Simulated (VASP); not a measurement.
The system is P.

```
P
1.0
     5.60751    0.00000    0.00000
     0.00000    5.60751    0.00000
     0.00000    0.00000    5.65735
P
5
Direct
  0.00000 0.21035 0.64028
  0.21035 0.00000 0.35972
  0.78965 0.00000 0.35972
  0.00000 0.78965 0.64028
  0.00000 0.00000 0.00000
```

The cell was generated, and may not be a known phase.

| Item | Value |
| --- | --- |
| Program | VASP 6.6.1 |
| Task | relaxation of cell and atoms |
| Functional | PBE |
| Potentials or basis | VASP PAW PBE potentials, release 64 (P) |
| Cutoff | 500 eV |
| k mesh | 8 × 8 × 8 |
| Occupations | gaussian, width 0.1 eV |
| Spin | no spin polarisation |

At the start: pressure 0.5 GPa; volume 35.58 Å³/atom.

Problem. How do energy, volume and symmetry change on relaxing?

Solution. Over 7 steps the energy falls by 14.7 meV/atom and the volume is 35.88 Å³/atom (+0.8 %); space group P-4m2 (No. 115, to 0.1 Å) before and after.

Step by step:
| step | energy change (eV) | largest force (eV/Å) | pressure (GPa) | volume (Å³) |
| --- | --- | --- | --- | --- |
| 1 | 0.0000 | 0.4157 | 0.48 | 177.89 |
| 2 | -0.0705 | 0.0532 | -0.30 | 180.50 |
| 3 | -0.0726 | 0.0892 | -0.26 | 180.15 |
| 4 | -0.0727 | 0.1003 | -0.25 | 180.07 |
| 5 | -0.0727 | 0.1066 | -0.24 | 180.03 |
| 6 | -0.0726 | 0.1158 | 0.27 | 178.74 |
| 7 | -0.0737 | 0.0089 | 0.01 | 179.40 |

Final structure:
```
P
1.0
     5.55654    0.00000    0.00000
     0.00000    5.55654    0.00000
     0.00000    0.00000    5.81051
P
5
Direct
  0.00000 0.20727 0.63895
  0.20727 0.00000 0.36105
  0.79273 0.00000 0.36105
  0.00000 0.79273 0.63895
  0.00000 0.00000 0.00000
```

Caveat: this functional lacks dispersion, which binds layers or chains, so the pressure and a relaxed spacing across them are unreliable; an odd number of electrons without spin polarisation forces a metal; a magnetic or distorted state may lie lower.
